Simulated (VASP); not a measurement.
# ZnS (F-43m) in VASP: notebook

Runs on ZnS. Level: PBE. Tasks: single point.

All numbers are computed with VASP 6.6.1; they aren't measurements. Logs are shortened: lines on timing, memory, paths and dates and some standing lists are left out, and cuts for length are marked.

**What was measured.**

“Electronic, vibrational, and thermodynamic properties of ZnS (zincblende and rocksalt structure)”, 2009, arxiv:0911.5022 quotes, for a bulk crystal of ZnS at 19 K: band gap 3.85 eV (direct).

How close the calculation comes is told below.

### Step 1. The cell of the first run

It takes space group F-43m (No. 216, cubic). The conventional cell has a = 5.217 Å, b = 5.217 Å, c = 5.217 Å, α = 90.00°, β = 90.00°, γ = 90.00°. Zn (site symmetry -43m) has 4 S at 2.26 Å within 3.0 Å. S (site symmetry -43m) has 4 Zn at 2.26 Å within 3.0 Å.

### Step 2. Single point, PBE (volume scaled by 0.880)

Input file INCAR:

```
SYSTEM = ZnS
  PREC = Accurate
  ENCUT = 520
  EDIFF = 1E-6
  ISMEAR = 0
  SIGMA = 0.05
  LREAL = .FALSE.
  LASPH = .TRUE.
  NELM = 60
  ALGO = Normal
  ISIF = 2
  LWAVE = .FALSE.
  LCHARG = .FALSE.
  GGA = PE
  NBANDS = 16
```

Input file KPOINTS:

```
Automatic mesh
0
G
  8 8 8
  0 0 0
```

Input file POSCAR:

```
ZnS
1.0
    0.0000000000      2.6082747369      2.6082747369
    2.6082747369      0.0000000000      2.6082747369
    2.6082747369      2.6082747369      0.0000000000
Zn S
1 1
Direct
    0.2500000000      0.2500000000      0.2500000000
    0.0000000000      0.0000000000      0.0000000000
```

Potentials or basis: VASP PAW PBE potentials, release 64 (Zn, S).

The run is started by

```bash
$ cat potpaw_PBE.64/Zn/POTCAR potpaw_PBE.64/S/POTCAR > POTCAR
$ mpirun -np 1 vasp_std > vasp.out
```

OUTCAR:

```text
SYSTEM = ZnS
   PREC = Accurate
   ENCUT = 520
   EDIFF = 1E-6
   ISMEAR = 0
   LREAL = .FALSE.
   LASPH = .TRUE.
   NELM = 60
   ISIF = 2
   GGA = PE

 ion  position               nearest neighbor table
   1  0.250  0.250  0.250-   2 2.26   2 2.26   2 2.26   2 2.26
   2  0.000  0.000  0.000-   1 2.26   1 2.26   1 2.26   1 2.26

  LATTYP: Found a face centered cubic cell.
 ALAT       =     5.2165494738

  Lattice vectors:

 A1 = (   0.0000000000,   2.6082747369,   2.6082747369)
 A2 = (   2.6082747369,   0.0000000000,   2.6082747369)
 A3 = (   2.6082747369,   2.6082747369,   0.0000000000)

Analysis of symmetry for initial positions (statically):
=====================================================================
 Subroutine PRICEL returns:
 Original cell was already a primitive cell.

 Routine SETGRP: Setting up the symmetry group for a
 face centered cubic supercell.

 Subroutine GETGRP returns: Found 24 space group operations
 (whereof 24 operations were pure point group operations)
 out of a pool of 48 trial point group operations.

The static configuration has the point symmetry T_d .

Analysis of symmetry for dynamics (positions and initial velocities):
=====================================================================
 Subroutine PRICEL returns:
 Original cell was already a primitive cell.

 Routine SETGRP: Setting up the symmetry group for a
 face centered cubic supercell.

 Subroutine GETGRP returns: Found 24 space group operations
 (whereof 24 operations were pure point group operations)
 out of a pool of 48 trial point group operations.

The dynamic configuration has the point symmetry T_d .

 Subroutine INISYM returns: Found 24 space group operations
 (whereof 24 operations are pure point group operations),
 and found     1 'primitive' translations

----------------------------------------------------------------------------------------

                                     Primitive cell

  volume of cell :      35.4887

  direct lattice vectors                    reciprocal lattice vectors
     0.000000000  2.608274737  2.608274737    -0.191697597  0.191697597  0.191697597
     2.608274737  0.000000000  2.608274737     0.191697597 -0.191697597  0.191697597
     2.608274737  2.608274737  0.000000000     0.191697597  0.191697597 -0.191697597

  length of vectors
     3.688657507  3.688657507  3.688657507     0.332029978  0.332029978  0.332029978

  position of ions in fractional coordinates (direct lattice)
     0.250000000  0.250000000  0.250000000
     0.000000000  0.000000000  0.000000000

  ion indices of the primitive-cell ions
   primitive index   ion index
                 1           1
                 2           2

----------------------------------------------------------------------------------------

 KPOINTS: Automatic mesh

Automatic generation of k-mesh.
 Grid dimensions read from file:
 generate k-points for:    8    8    8

 Generating k-lattice:

  Cartesian coordinates                     Fractional coordinates (reciprocal lattice)
    -0.023962200  0.023962200  0.023962200     0.125000000  0.000000000  0.000000000
     0.023962200 -0.023962200  0.023962200     0.000000000  0.125000000  0.000000000
     0.023962200  0.023962200 -0.023962200     0.000000000  0.000000000  0.125000000

  Length of vectors
     0.041503747  0.041503747  0.041503747

  Shift w.r.t. Gamma in fractional coordinates (k-lattice)
     0.000000000  0.000000000  0.000000000

 Subroutine IBZKPT returns following result:
 ===========================================

 Found     29 irreducible k-points:

 Following reciprocal coordinates:
            Coordinates               Weight
  0.000000  0.000000  0.000000      1.000000
  0.125000  0.000000  0.000000      8.000000
  0.250000  0.000000  0.000000      8.000000
  0.375000  0.000000  0.000000      8.000000
  0.500000  0.000000  0.000000      4.000000
  0.125000  0.125000  0.000000      6.000000
[... 16 lines left out ...]
  0.500000  0.250000  0.125000     48.000000
 -0.375000  0.250000  0.125000     24.000000
 [... further k-points ...]
   k-points           NKPTS =     29   k-points in BZ     NKDIM =     29   number of bands    NBANDS=     16
   number of dos      NEDOS =    301   number of ions     NIONS =      2
   total plane-waves  NPLWV =  21952
   dimension x,y,z NGX =    28 NGY =   28 NGZ =   28
   dimension x,y,z NGXF=    56 NGYF=   56 NGZF=   56
   ions per type =               1   1
   NGX,Y,Z   is equivalent  to a cutoff of  12.62, 12.62, 12.62 a.u.
   NGXF,Y,Z  is equivalent  to a cutoff of  25.24, 25.24, 25.24 a.u.
 SYSTEM =  ZnS
   PREC   = accura    normal or accurate (medium, high low for compatibility)
   ISTART =      0    job   : 0-new  1-cont  2-samecut
   ICHARG =      2    charge: 1-file 2-atom 10-const
   ISPIN  =      1    spin polarized calculation?
   LNONCOLLINEAR =      F non collinear calculations
   LSORBIT =      F    spin-orbit coupling
   LASPH  =      T    aspherical Exc in radial PAW
   ENCUT  =  520.0 eV  38.22 Ry    6.18 a.u.   6.86  6.86  6.86*2*pi/ulx,y,z
   NELM   =     60;   NELMIN=  2; NELMDL= -5     # of ELM steps
   EDIFF  = 0.1E-05   stopping-criterion for ELM
   LREAL  =      F    real-space projection
   EDIFFG = 0.1E-04   stopping-criterion for IOM
   NSW    =      0    number of steps for IOM
   IBRION =     -1    ionic relax: 0-MD 1-quasi-New 2-CG
   NFREE  =      0    steps in history (QN), initial steepest desc. (CG)
   ISIF   =      2    stress and relaxation
   ISYM   =      2    0-nonsym 1-usesym 2-fastsym
   POTIM  = 0.5000    time-step for ionic-motion
   TEBEG  =    0.0;   TEEND  =   0.0 temperature during run
   PSTRESS=    0.0 pullay stress
   NELECT =      18.0000    total number of electrons
   NUPDOWN=      -1.0000    fix difference up-down
   EMIN   =  10.00;   EMAX   =-10.00  energy-range for DOS
   EFERMI =   0.00;   METHOD = LEGACY
   ISMEAR =     0;   SIGMA  =   0.05  broadening in eV -4-tet -1-fermi 0-gaus
   EFERMI_NEDOS =   21; number of points for ismear=-14 and -15
   IALGO  =     38    algorithm
   IMIX   =      4    mixing-type and parameters
     AMIX     =   0.40;   BMIX     =  1.00
     AMIX_MAG =   1.60;   BMIX_MAG =  1.00
  volume/ion in A,a.u.               =      17.74       119.74
  Fermi-wavevector in a.u.,A,eV,Ry     =   1.305577  2.467182 23.191539  1.704530
  Thomas-Fermi vector in A             =   2.436436
   LORBIT       =      0    0 simple, 1 ext, 2 COOP (PROOUT), +10 PAW based schemes
   GGA     = PE    functional components
   LHFCALC =     F    Hartree Fock is set to
   AEXX    =    0.0000 exact exchange contribution
   IVDW    =     0    specifies the selected vdW correction
   LEPSILON=     F    determine dielectric tensor
   LRPA    =     F    only Hartree local field effects (RPA)
 non-spin polarized calculation
 Gauss-broadening in eV      SIGMA  =   0.05
  energy-cutoff  :      520.00
  volume of cell :       35.49
 maximum number of plane-waves:       982
   NGX = 13   NGY = 13   NGZ = 13

 number of electron      17.9999986 magnetization

 Free energy of the ion-electron system (eV)
  ---------------------------------------------------
  ext. energy  EPLUGINS =         0.00000000
  ---------------------------------------------------
  free energy    TOTEN  =        -6.68712969 eV

  energy without entropy =       -6.68712969  energy(sigma->0) =       -6.68712969

 E-fermi :   3.4549     XC(G=0): -10.1382

 val. band max:        3.1607756644   @ k =   0.0000   0.0000   0.0000
 cond. band min:       5.7532140212   @ k =   0.0000   0.0000   0.0000
 fundamental gap:      2.5924383568
 Fermi energy:         3.4548842670

 k-point     1 :       0.0000    0.0000    0.0000
  band No.  band energies     occupation
      1     -10.7790      2.00000
      2      -3.6662      2.00000
      3      -3.6662      2.00000
      4      -3.6662      2.00000
      5      -3.0340      2.00000
      6      -3.0340      2.00000
[... 8 lines left out ...]
     15      15.0336      0.00000
     16      15.6299      0.00000

 k-point     2 :       0.1250    0.0000    0.0000
  band No.  band energies     occupation
      1     -10.6395      2.00000
      2      -3.6751      2.00000
      3      -3.6402      2.00000
      4      -3.6402      2.00000
      5      -3.0365      2.00000
      6      -3.0365      2.00000
[... 8 lines left out ...]
     15      14.3940      0.00000
     16      16.3578      0.00000

 k-point     3 :       0.2500    0.0000    0.0000
  band No.  band energies     occupation
      1     -10.2711      2.00000
      2      -3.6519      2.00000
      3      -3.5833      2.00000
      4      -3.5833      2.00000
      5      -3.0326      2.00000
      6      -3.0326      2.00000
[... 8 lines left out ...]
     15      14.1985      0.00000
     16      15.6705      0.00000

 k-point     4 :       0.3750    0.0000    0.0000
  band No.  band energies     occupation
      1      -9.8439      2.00000
      2      -3.5389      2.00000
      3      -3.5388      2.00000
      4      -3.4506      2.00000
      5      -3.0101      2.00000
      6      -3.0101      2.00000
[... 8 lines left out ...]
     15      15.4309      0.00000
     16      15.4309      0.00000
[... 324 lines left out ...]
 k-point    22 :       0.3750    0.2500    0.1250
  band No.  band energies     occupation
      1      -9.9797      2.00000
      2      -3.6895      2.00000
      3      -3.5077      2.00000
      4      -3.4780      2.00000
      5      -3.0677      2.00000
      6      -2.9842      2.00000
[... 8 lines left out ...]
     15      16.2296      0.00000
     16      18.8127      0.00000

 k-point    23 :       0.5000    0.2500    0.1250
  band No.  band energies     occupation
      1      -9.6198      2.00000
      2      -3.5637      2.00000
      3      -3.4748      2.00000
      4      -3.3371      2.00000
      5      -3.0167      2.00000
      6      -2.9552      2.00000
[... 8 lines left out ...]
     15      17.4490      0.00000
     16      17.9314      0.00000

 k-point    24 :      -0.3750    0.2500    0.1250
  band No.  band energies     occupation
      1      -9.4561      2.00000
      2      -3.5271      2.00000
      3      -3.4442      2.00000
      4      -3.1371      2.00000
      5      -3.0214      2.00000
      6      -2.7149      2.00000
[... 8 lines left out ...]
     15      17.0090      0.00000
     16      17.9342      0.00000

 [... further k-points ...]
[... 5 lines left out ...]
  --------------------------------------------------------------------------------------
  -------------------------------------------------------------------------------------
  Total        2.6594095      2.6594095      2.6594095      0.0000000      0.0000000      0.0000000
  in kB      120.0620614    120.0620614    120.0620614      0.0000000      0.0000000      0.0000000
  external PRESSURE =     120.0620614 kB  Pullay stress =       0.0000000 kB

 VOLUME and BASIS-vectors are now :
 -----------------------------------------------------------------------------
  energy-cutoff  :      520.00
  volume of cell :       35.49
      direct lattice vectors                 reciprocal lattice vectors
     0.000000000  2.608274737  2.608274737    -0.191697597  0.191697597  0.191697597
     2.608274737  0.000000000  2.608274737     0.191697597 -0.191697597  0.191697597
     2.608274737  2.608274737  0.000000000     0.191697597  0.191697597 -0.191697597

 POSITION                                       TOTAL-FORCE (eV/Angst)
 -----------------------------------------------------------------------------------
      1.30414      1.30414      1.30414        -0.000000     -0.000000     -0.000000
      0.00000      0.00000      0.00000         0.000000      0.000000      0.000000
 -----------------------------------------------------------------------------------
    total drift:                               -0.000002     -0.000002     -0.000002

  FREE ENERGIE OF THE ION-ELECTRON SYSTEM (eV)
  ---------------------------------------------------
  free  energy   TOTEN  =        -6.6871296877 eV

  energy  without entropy=       -6.6871296877  energy(sigma->0) =       -6.68712969
```

Wall time 8.1 s (1 thread of Intel Xeon 6975P-C (Granite Rapids), shared host); peak memory 0.16 GiB.

Results:

```yaml
Free_energy: -6.6871 eV
Pressure: 12.0 GPa
Band_gap_on_the_k_mesh: 2.59 eV, direct
```

[end of part 1 of 2]
